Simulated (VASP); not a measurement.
# SnTe (P6_3/mmc) in VASP: notebook

Runs on SnTe. Level: PBE. Tasks: single point.

Program: VASP 6.6.1. These are calculated values, not measurements. Logs are shortened: lines on timing, memory, paths and dates and some standing lists are left out, and cuts for length are marked.

## 1. The cell of the first run

The structure is hexagonal, space group P6_3/mmc (No. 194). Conventional cell: a = 4.444 Å, b = 4.444 Å, c = 7.858 Å, α = 90.00°, β = 90.00°, γ = 120.00°. Within 4.5 Å of Sn (site symmetry -3m) lie 6 Te at 3.23 Å and 8 Sn at 3.93 to 4.44 Å. Te (site symmetry -6m2) has 6 Sn at 3.23 Å and 6 Te at 4.44 Å within 4.5 Å.

The cell was built from a structure type or drawn by symmetry, and may not be a known phase.

## 2. Single point, PBE

File INCAR:

```
SYSTEM = SnTe
PREC = Accurate
ENCUT = 520
EDIFF = 1E-7
ISMEAR = 0
SIGMA = 0.1
LREAL = .False.
LASPH = .True.
NELM = 60
ALGO = Normal
ISIF = 2
LWAVE = .False.
LCHARG = .False.
GGA = PE
NBANDS = 28
```

File KPOINTS:

```
regular mesh
0
Gamma
  6 6 2
  0 0 0
```

File POSCAR:

```
SnTe
1.0
    4.4440256000      0.0000000000      0.0000000000
   -2.2220128000      3.8486391000      0.0000000000
    0.0000000000      0.0000000000      7.8577987000
Sn Te
2 2
Direct
    0.0000000000      0.0000000000      0.0000000000
    0.0000000000      0.0000000000      0.5000000000
    0.3333333000      0.6666667000      0.2500000000
    0.6666667000      0.3333333000      0.7500000000
```

Potentials or basis: VASP PAW PBE potentials, release 64 (Sn_d, Te).

On the command line:

```console
$ cat potpaw_PBE.64/Sn_d/POTCAR potpaw_PBE.64/Te/POTCAR > POTCAR
$ mpirun -np 1 vasp_std > vasp.out
```

OUTCAR:

```text
SYSTEM = SnTe
   PREC = Accurate
   ENCUT = 520
   EDIFF = 1E-7
   ISMEAR = 0
   LREAL = .False.
   LASPH = .True.
   NELM = 60
   ISIF = 2
   GGA = PE

 ion  position               nearest neighbor table
   1  0.000  0.000  0.000-   3 3.23   4 3.23   4 3.23   3 3.23   4 3.23   3 3.23
   2  0.000  0.000  0.500-   3 3.23   4 3.23   4 3.23   3 3.23   4 3.23   3 3.23
   3  0.333  0.667  0.250-   1 3.23   2 3.23   1 3.23   2 3.23   1 3.23   2 3.23
   4  0.667  0.333  0.750-   1 3.23   2 3.23   1 3.23   2 3.23   1 3.23   2 3.23

  LATTYP: Found a hexagonal cell.
 ALAT       =     4.4440256000
 C/A-ratio  =     1.7681713400

  Lattice vectors:

 A1 = (   4.4440256000,   0.0000000000,   0.0000000000)
 A2 = (  -2.2220128000,   3.8486391000,   0.0000000000)
 A3 = (   0.0000000000,   0.0000000000,   7.8577987000)

Analysis of symmetry for initial positions (statically):
=====================================================================
 Subroutine PRICEL returns:
 Original cell was already a primitive cell.

 Routine SETGRP: Setting up the symmetry group for a
 hexagonal supercell.

 Subroutine GETGRP returns: Found 24 space group operations
 (whereof 12 operations were pure point group operations)
 out of a pool of 24 trial point group operations.

The static configuration has the point symmetry D_3d.
 The point group associated with its full space group is D_6h.

Analysis of symmetry for dynamics (positions and initial velocities):
=====================================================================
 Subroutine PRICEL returns:
 Original cell was already a primitive cell.

 Routine SETGRP: Setting up the symmetry group for a
 hexagonal supercell.

 Subroutine GETGRP returns: Found 24 space group operations
 (whereof 12 operations were pure point group operations)
 out of a pool of 24 trial point group operations.

The dynamic configuration has the point symmetry D_3d.
 The point group associated with its full space group is D_6h.

 Subroutine INISYM returns: Found 24 space group operations
 (whereof 12 operations are pure point group operations),
 and found     1 'primitive' translations

----------------------------------------------------------------------------------------

                                     Primitive cell

  volume of cell :     134.3955

  direct lattice vectors                    reciprocal lattice vectors
     4.444025600  0.000000000  0.000000000     0.225021206  0.129916053  0.000000000
    -2.222012800  3.848639100  0.000000000     0.000000000  0.259832105  0.000000000
     0.000000000  0.000000000  7.857798700     0.000000000  0.000000000  0.127262105

  length of vectors
     4.444025600  4.444025631  7.857798700     0.259832107  0.259832105  0.127262105

  position of ions in fractional coordinates (direct lattice)
     0.000000000  0.000000000  0.000000000
     0.000000000  0.000000000  0.500000000
     0.333333300  0.666666700  0.250000000
     0.666666700  0.333333300  0.750000000

  ion indices of the primitive-cell ions
   primitive index   ion index
                 1           1
                 2           2
                 3           3
                 4           4

----------------------------------------------------------------------------------------

 KPOINTS: regular mesh

Automatic generation of k-mesh.
 Grid dimensions read from file:
 generate k-points for:    6    6    2

 Generating k-lattice:

  Cartesian coordinates                     Fractional coordinates (reciprocal lattice)
     0.037503534  0.021652675  0.000000000     0.166666667  0.000000000  0.000000000
     0.000000000  0.043305351  0.000000000     0.000000000  0.166666667  0.000000000
     0.000000000  0.000000000  0.063631052     0.000000000  0.000000000  0.500000000

  Length of vectors
     0.043305351  0.043305351  0.063631052

  Shift w.r.t. Gamma in fractional coordinates (k-lattice)
     0.000000000  0.000000000  0.000000000

 Subroutine IBZKPT returns following result:
 ===========================================

 Found     14 irreducible k-points:

 Following reciprocal coordinates:
            Coordinates               Weight
  0.000000  0.000000  0.000000      1.000000
  0.166667  0.000000  0.000000      6.000000
  0.333333  0.000000  0.000000      6.000000
  0.500000  0.000000  0.000000      3.000000
  0.166667  0.166667  0.000000      6.000000
  0.333333  0.166667  0.000000     12.000000
  0.333333  0.333333  0.000000      2.000000
  0.000000  0.000000  0.500000      1.000000
  0.166667  0.000000  0.500000      6.000000
  0.333333  0.000000  0.500000      6.000000
  0.500000  0.000000  0.500000      3.000000
  0.166667  0.166667  0.500000      6.000000
  0.333333  0.166667  0.500000     12.000000
  0.333333  0.333333  0.500000      2.000000
   k-points           NKPTS =     14   k-points in BZ     NKDIM =     14   number of bands    NBANDS=     28
   number of dos      NEDOS =    301   number of ions     NIONS =      4
   total plane-waves  NPLWV =  77760
   dimension x,y,z NGX =    36 NGY =   36 NGZ =   60
   dimension x,y,z NGXF=    72 NGYF=   72 NGZF=  120
   ions per type =               2   2
   NGX,Y,Z   is equivalent  to a cutoff of  13.47, 13.47, 12.69 a.u.
   NGXF,Y,Z  is equivalent  to a cutoff of  26.93, 26.93, 25.39 a.u.
 SYSTEM =  SnTe
   PREC   = accura    normal or accurate (medium, high low for compatibility)
   ISTART =      0    job   : 0-new  1-cont  2-samecut
   ICHARG =      2    charge: 1-file 2-atom 10-const
   ISPIN  =      1    spin polarized calculation?
   LNONCOLLINEAR =      F non collinear calculations
   LSORBIT =      F    spin-orbit coupling
   LASPH  =      T    aspherical Exc in radial PAW
   ENCUT  =  520.0 eV  38.22 Ry    6.18 a.u.   8.26  8.26 14.61*2*pi/ulx,y,z
   NELM   =     60;   NELMIN=  2; NELMDL= -5     # of ELM steps
   EDIFF  = 0.1E-06   stopping-criterion for ELM
   LREAL  =      F    real-space projection
   EDIFFG = 0.1E-05   stopping-criterion for IOM
   NSW    =      0    number of steps for IOM
   IBRION =     -1    ionic relax: 0-MD 1-quasi-New 2-CG
   NFREE  =      0    steps in history (QN), initial steepest desc. (CG)
   ISIF   =      2    stress and relaxation
   ISYM   =      2    0-nonsym 1-usesym 2-fastsym
   POTIM  = 0.5000    time-step for ionic-motion
   TEBEG  =    0.0;   TEEND  =   0.0 temperature during run
   PSTRESS=    0.0 pullay stress
   NELECT =      40.0000    total number of electrons
   NUPDOWN=      -1.0000    fix difference up-down
   EMIN   =  10.00;   EMAX   =-10.00  energy-range for DOS
   EFERMI =   0.00;   METHOD = LEGACY
   ISMEAR =     0;   SIGMA  =   0.10  broadening in eV -4-tet -1-fermi 0-gaus
   EFERMI_NEDOS =   21; number of points for ismear=-14 and -15
   IALGO  =     38    algorithm
   IMIX   =      4    mixing-type and parameters
     AMIX     =   0.40;   BMIX     =  1.00
     AMIX_MAG =   1.60;   BMIX_MAG =  1.00
  volume/ion in A,a.u.               =      33.60       226.74
  Fermi-wavevector in a.u.,A,eV,Ry     =   1.093033  2.065533 16.255169  1.194721
  Thomas-Fermi vector in A             =   2.229310
   LORBIT       =      0    0 simple, 1 ext, 2 COOP (PROOUT), +10 PAW based schemes
   GGA     = PE    functional components
   LHFCALC =     F    Hartree Fock is set to
   AEXX    =    0.0000 exact exchange contribution
   IVDW    =     0    specifies the selected vdW correction
   LEPSILON=     F    determine dielectric tensor
   LRPA    =     F    only Hartree local field effects (RPA)
 non-spin polarized calculation
 Gauss-broadening in eV      SIGMA  =   0.10
  energy-cutoff  :      520.00
  volume of cell :      134.40
 maximum number of plane-waves:      3647
 NGX is ok and might be reduce to    36

 number of electron      40.0000005 magnetization

 Free energy of the ion-electron system (eV)
  ---------------------------------------------------
  ext. energy  EPLUGINS =         0.00000000
  ---------------------------------------------------
  free energy    TOTEN  =       -14.90050692 eV

  energy without entropy =      -14.89170677  energy(sigma->0) =      -14.89610684

 E-fermi :   6.0324     XC(G=0):  -9.1674

 val. band max:        6.0222480995   @ k =   0.3333   0.3333   0.5000
 cond. band min:       6.0539227466   @ k =   0.5000   0.0000   0.0000
 fundamental gap:      0.0316746471
 Fermi energy:         6.0323627803

 k-point     1 :       0.0000    0.0000    0.0000
  band No.  band energies     occupation
      1     -15.8174      2.00000
      2     -15.8086      2.00000
      3     -15.8086      2.00000
      4     -15.8042      2.00000
      5     -15.8042      2.00000
      6     -15.8013      2.00000
[... 20 lines left out ...]
     27      10.2341      0.00000
     28      11.6007      0.00000

 k-point     2 :       0.1667    0.0000    0.0000
  band No.  band energies     occupation
      1     -15.8165      2.00000
      2     -15.8105      2.00000
      3     -15.8077      2.00000
      4     -15.8047      2.00000
      5     -15.8023      2.00000
      6     -15.8019      2.00000
[... 20 lines left out ...]
     27      10.4031      0.00000
     28      10.7775      0.00000

 k-point     3 :       0.3333    0.0000    0.0000
  band No.  band energies     occupation
      1     -15.8162      2.00000
      2     -15.8133      2.00000
      3     -15.8070      2.00000
      4     -15.8061      2.00000
      5     -15.8024      2.00000
      6     -15.7987      2.00000
[... 20 lines left out ...]
     27      10.6693      0.00000
     28      12.3693      0.00000

 k-point     4 :       0.5000    0.0000    0.0000
  band No.  band energies     occupation
      1     -15.8179      2.00000
      2     -15.8132      2.00000
      3     -15.8071      2.00000
      4     -15.8069      2.00000
      5     -15.8024      2.00000
      6     -15.7974      2.00000
[... 268 lines left out ...]
     27      10.8940      0.00000
     28      10.8940      0.00000

 k-point    13 :       0.3333    0.1667    0.5000
  band No.  band energies     occupation
      1     -15.8094      2.00000
      2     -15.8094      2.00000
      3     -15.8031      2.00000
      4     -15.8031      2.00000
      5     -15.8003      2.00000
      6     -15.8003      2.00000
[... 20 lines left out ...]
     27      11.7102      0.00000
     28      11.7102      0.00000

 k-point    14 :       0.3333    0.3333    0.5000
  band No.  band energies     occupation
      1     -15.8075      2.00000
      2     -15.8075      2.00000
      3     -15.8051      2.00000
      4     -15.8051      2.00000
      5     -15.7978      2.00000
      6     -15.7978      2.00000
[... 20 lines left out ...]
     27      12.1701      0.00000
     28      12.1701      0.00000

------------------------ aborting loop because EDIFF is reached ----------------------------------------

  FORCE on cell =-STRESS in cart. coord.  units (eV):
  Direction    XX          YY          ZZ          XY          YZ          ZX
  --------------------------------------------------------------------------------------
  -------------------------------------------------------------------------------------
  Total        0.0659839      0.0659839     -0.2861526      0.0000000      0.0000000      0.0000000
  in kB        0.7866176      0.7866176     -3.4113288      0.0000000      0.0000000      0.0000000
  external PRESSURE =      -0.6126979 kB  Pullay stress =       0.0000000 kB

 VOLUME and BASIS-vectors are now :
 -----------------------------------------------------------------------------
  energy-cutoff  :      520.00
  volume of cell :      134.40
      direct lattice vectors                 reciprocal lattice vectors
     4.444025600  0.000000000  0.000000000     0.225021206  0.129916053  0.000000000
    -2.222012800  3.848639100  0.000000000     0.000000000  0.259832105  0.000000000
     0.000000000  0.000000000  7.857798700     0.000000000  0.000000000  0.127262105

 POSITION                                       TOTAL-FORCE (eV/Angst)
 -----------------------------------------------------------------------------------
      0.00000      0.00000      0.00000         0.000000      0.000000     -0.000000
      0.00000      0.00000      3.92890         0.000000      0.000000     -0.000000
     -0.00000      2.56576      1.96445        -0.000000      0.000000     -0.000000
      2.22201      1.28288      5.89335         0.000000     -0.000000      0.000000
 -----------------------------------------------------------------------------------
    total drift:                                0.000000     -0.000000      0.000000

  FREE ENERGIE OF THE ION-ELECTRON SYSTEM (eV)
  ---------------------------------------------------
  free  energy   TOTEN  =       -14.9005069193 eV

  energy  without entropy=      -14.8917067691  energy(sigma->0) =      -14.89610684
```

Wall time 78 s (1 thread of Intel Xeon Platinum 8259CL at 2.50GHz (Skylake/Cascade Lake), shared host); peak memory 0.27 GiB.

What came out:

- Free energy: -14.9005 eV
- Pressure: -0.1 GPa
- Band gap on the k mesh: zero (bands 20 and 21 overlap by 0.59 eV)

Stress tensor (GPa, compression positive):
```
 0.08  0.00  0.00
 0.00  0.08  0.00
 0.00  0.00 -0.34
```

Levels at points of the mesh, in eV from the Fermi level:
```tsv
k point	band 17	band 18	band 19	band 20	band 21	band 22	band 23	band 24
(0.00, 0.00, 0.00)	-1.75	-1.30	-1.30	0.03	0.74	1.71	1.71	2.19
(0.50, 0.00, 0.00)	-3.09	-1.51	-1.36	-0.77	0.02	0.61	1.59	3.49
(0.00, 0.00, 0.50)	-1.53	-1.53	-1.22	-1.22	1.83	1.83	1.83	1.83
(0.50, 0.00, 0.50)	-2.71	-2.71	-2.52	-2.52	1.69	1.69	2.51	2.51
```

Caveat: the k points lie up to 0.40 Å⁻¹ apart, too coarse for converged energies and pressures of a metal; semilocal functionals underestimate gaps, so a narrow gap can read as zero; spin-orbit coupling is left out, which moves the levels of the heavy elements.

## 3. Single point, PBE

File INCAR:

```
SYSTEM = SnTe
PREC = Accurate
ENCUT = 520
EDIFF = 1E-6
ISMEAR = 0
SIGMA = 0.1
LREAL = .FALSE.
LASPH = .TRUE.
NELM = 60
ALGO = Normal
ISIF = 2
LWAVE = .FALSE.
LCHARG = .FALSE.
GGA = PE
NBANDS = 28
```

File KPOINTS:

```
regular mesh
0
G
  12 12 6
  0 0 0
```

File POSCAR:

```
SnTe
1.0
    4.4440256204      0.0000000000      0.0000000000
   -2.2220128102      3.8486390823      0.0000000000
    0.0000000000      0.0000000000      7.8577987000
Sn Te
2 2
Direct
    0.0000000000      0.0000000000      0.0000000000
    0.0000000000      0.0000000000      0.5000000000
    0.3333333333      0.6666666667      0.2500000000
    0.6666666667      0.3333333333      0.7500000000
```

Potentials or basis: VASP PAW PBE potentials, release 64 (Sn_d, Te).

On the command line:

```console
$ cat potpaw_PBE.64/Sn_d/POTCAR potpaw_PBE.64/Te/POTCAR > POTCAR
$ mpirun -np 1 vasp_std > vasp.out
```

It took 4.1 min on 1 thread of Intel Xeon Platinum 8259CL at 2.50GHz (Skylake/Cascade Lake), shared host; peak memory 0.42 GiB.

The run converged. Its results:

| Property | Result |
| --- | --- |
| Free energy | -14.9255 eV |
| Pressure | -0.1 GPa |
| Band gap on the k mesh | zero (bands 20 and 21 overlap by 0.58 eV) |

Levels at points of the mesh, in eV from the Fermi level:
| k point | band 16 | band 17 | band 18 | band 19 | band 20 | band 21 | band 22 | band 23 | band 24 | band 25 |
| --- | --- | --- | --- | --- | --- | --- | --- | --- | --- | --- |
| (0.00, 0.00, 0.00) | -1.90 | -1.90 | -1.46 | -1.46 | -0.11 | 0.59 | 1.57 | 1.57 | 2.04 | 2.04 |
| (0.50, 0.00, 0.00) | -4.36 | -3.24 | -1.66 | -1.50 | -0.92 | -0.12 | 0.47 | 1.45 | 3.34 | 3.64 |
| (0.00, 0.00, 0.50) | -1.68 | -1.68 | -1.68 | -1.36 | -1.36 | 1.68 | 1.68 | 1.68 | 1.68 | 2.10 |
| (0.50, 0.00, 0.50) | -3.36 | -2.86 | -2.86 | -2.67 | -2.67 | 1.54 | 1.54 | 2.37 | 2.37 | 2.55 |

Caveat: semilocal functionals underestimate gaps, so a narrow gap can read as zero; spin-orbit coupling is left out, which moves the levels of the heavy elements.

## 4. Single point, PBE

This run uses another cell than the first one: it holds 8 atoms, not 4.

File INCAR:

```
PREC = Accurate ; ENCUT = 520
EDIFF = 1E-6 ; ISMEAR = 0
SIGMA = 0.2 ; LREAL = False
LASPH = True ; NELM = 80
ALGO = Normal ; ISIF = 2
LWAVE = False ; LCHARG = False
GGA = PE ; NBANDS = 50
```

File KPOINTS:

```
Automatic mesh
0
Gamma
  6 4 4
```

File POSCAR:

```
SnTe
1.0
    4.4440256204      0.0000000000      0.0000000000
    0.0000000000      7.6972781647      0.0000000000
    0.0000000000      0.0000000000      7.8577987000
Sn Te
4 4
Direct
    0.0000000000      0.0000000000      0.0000000000
    0.5000000000      0.5000000000      0.0000000000
    0.0000000000      0.0000000000      0.5000000000
    0.5000000000      0.5000000000      0.5000000000
    0.0000000000      0.3333333333      0.2500000000
    0.5000000000      0.8333333333      0.2500000000
    0.5000000000      0.1666666667      0.7500000000
    0.0000000000      0.6666666667      0.7500000000
```

On the command line:

```console
$ cat potpaw_PBE.64/Sn_d/POTCAR potpaw_PBE.64/Te/POTCAR > POTCAR
$ mpirun -np 1 vasp_std > vasp.out
```

Wall time 9.8 min (1 thread of Intel Xeon Platinum 8259CL at 2.50GHz (Skylake/Cascade Lake), shared host); peak memory 0.57 GiB.

The run converged. Its results:

```yaml
Free_energy: -29.8796 eV
Pressure: -0.2 GPa
Largest_force: 0.010 eV/Å
Band_gap_on_the_k_mesh: zero (bands 40 and 41 overlap by 0.58 eV)
```

Forces in eV/Å, atoms in the order of the input:
```
Sn   0.000  0.000  0.000
Sn   0.000  0.000  0.000
Sn   0.000  0.000  0.000
Sn   0.000  0.000  0.000
Te   0.000  0.010  0.000
Te   0.000  0.010  0.000
Te   0.000 -0.010  0.000
Te   0.000 -0.010  0.000
```

Stress tensor (GPa, compression positive):
```
-0.13  0.00  0.00
 0.00 -0.23  0.00
 0.00  0.00 -0.17
```

Levels at points of the mesh, in eV from the Fermi level:
| k point | band 36 | band 37 | band 38 | band 39 | band 40 | band 41 | band 42 | band 43 | band 44 | band 45 |
| --- | --- | --- | --- | --- | --- | --- | --- | --- | --- | --- |
| (0.00, 0.00, 0.00) | -1.46 | -1.41 | -1.41 | -0.87 | -0.07 | -0.06 | 0.52 | 0.64 | 1.50 | 1.62 |
| (0.50, 0.00, 0.00) | -3.26 | -2.83 | -2.83 | -0.01 | -0.01 | 1.10 | 1.10 | 2.07 | 2.07 | 2.57 |
| (0.00, 0.50, 0.00) | -1.69 | -1.41 | -1.41 | -1.13 | -1.13 | 0.54 | 0.54 | 0.98 | 0.98 | 2.23 |
| (0.50, 0.50, 0.00) | -1.61 | -1.46 | -1.46 | -0.87 | -0.87 | -0.07 | -0.07 | 0.52 | 0.52 | 1.50 |
| (0.00, 0.00, 0.50) | -1.63 | -1.63 | -1.63 | -1.32 | -1.32 | 1.59 | 1.59 | 1.73 | 1.73 | 1.73 |
| (0.50, 0.00, 0.50) | -2.88 | -1.43 | -1.43 | -1.43 | -1.43 | 0.36 | 0.36 | 0.36 | 0.36 | 2.72 |
| (0.00, 0.50, 0.50) | -2.21 | -1.26 | -1.26 | -1.26 | -1.26 | 1.70 | 1.70 | 1.70 | 1.70 | 2.27 |
| (0.50, 0.50, 0.50) | -2.81 | -2.62 | -2.62 | -2.62 | -2.62 | 1.59 | 1.59 | 1.59 | 1.59 | 2.42 |

Caveat: semilocal functionals underestimate gaps, so a narrow gap can read as zero; spin-orbit coupling is left out, which moves the levels of the heavy elements.

## 5. The runs side by side

| cell | k mesh | smearing | gap on the mesh (eV) | pressure (GPa) |
| --- | --- | --- | --- | --- |
| a = 4.444, b = 4.444, c = 7.858 Å, angles 90.0, 90.0, 120.0°, 4 atoms, atomic positions A | 6 × 6 × 2 | gaussian 0.1 eV | none | -0.1 |
| a = 4.444, b = 4.444, c = 7.858 Å, angles 90.0, 90.0, 120.0°, 4 atoms, atomic positions A | 12 × 12 × 6 | gaussian 0.1 eV | none | -0.1 |
| a = 4.444, b = 7.697, c = 7.858 Å, 8 atoms, atomic positions B | 6 × 4 × 4 | gaussian 0.2 eV | none | -0.2 |

Alike in all rows: task single point; level PBE; potentials or basis VASP PAW PBE potentials, release 64 (Sn_d, Te); no spin polarisation; cutoff (eV) 520.

Caveats: some runs use coarse meshes; semilocal functionals underestimate gaps, so a narrow gap can read as zero; spin-orbit coupling is left out, which moves the levels of the heavy elements.

Absolute energies hang on the potentials; compare differences alone.
